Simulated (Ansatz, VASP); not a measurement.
**Rh in VASP and in Ansatz**

```
Rh
1.0
     0.00000    1.89785    1.89785
     1.89785    0.00000    1.89785
     1.89785    1.89785    0.00000
Rh
1
Cartesian
  0.0000 0.0000 0.0000
```

Alike in both runs: task single point; functional PBE; k mesh 5 × 5 × 5; occupations fermi-dirac, width 0.03 eV; no spin polarisation.

|  | VASP | Ansatz |
| --- | --- | --- |
| version | VASP 6.6.1 | Ansatz 0.2.0 |
| potentials or method | VASP PAW PBE potentials, release 64 (Rh_pv), cutoff 520 eV | all-electron LAPW, scalar-relativistic |

|  | VASP | Ansatz | Ansatz less VASP |
| --- | --- | --- | --- |
| gap on the k mesh at the Fermi level (eV) | none | none | - |
| pressure (GPa) | 10.1 | 10.0 | -0.10 |

A gap of «none» marks a metal or a gap that the smearing closes. Ansatz ran all-electron here, and VASP with PAW potentials.

The k mesh is coarse, so the values compare programs but aren't converged. Noted on Ansatz's run: the k mesh is thin for a metal, which can move the energy by tens of meV per atom.
